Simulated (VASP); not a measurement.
A run of VASP 6.6.1 is set up as follows.

Contents of INCAR:

```
SYSTEM = Na2H
PREC     = Accurate       ! precision mode
ENCUT    = 520            ! plane-wave cutoff, eV
EDIFF    = 1E-7           ! SCF threshold, eV
ISMEAR   = 0              ! smearing method
SIGMA    = 0.1            ! smearing width, eV
LREAL    = .FALSE.        ! projectors in reciprocal space
LASPH    = .TRUE.         ! aspherical terms in the spheres
NELM     = 100            ! most SCF steps
ALGO     = Normal         ! electronic algorithm
ISIF     = 2              ! what is computed and relaxed
LWAVE    = .FALSE.        ! write WAVECAR
LCHARG   = .FALSE.        ! write CHGCAR
GGA      = PE             ! functional
NBANDS   = 14             ! bands
```

Contents of KPOINTS:

```
Automatic mesh
0
G
  10 10 14
  0 0 0
```

Contents of POSCAR:

```
Na2H
1.0
    4.6551378983      0.0000000000      0.0000000000
    0.0000000000      4.6551378983      0.0000000000
    0.0000000000      0.0000000000      3.4916180183
Na H
2 1
Direct
    0.0000000000      0.5000000000      0.0000000000
    0.5000000000      0.0000000000      0.0000000000
    0.5000000000      0.5000000000      0.0000000000
```

Potentials or basis: VASP PAW PBE potentials, release 64 (Na_pv, H).

The run is started by

```console
$ cat potpaw_PBE.64/Na_pv/POTCAR potpaw_PBE.64/H/POTCAR > POTCAR
$ mpirun -np 1 vasp_std > vasp.out
```

**Question.** What does it give for the pressure?

**Answer.** 0.0 GPa.
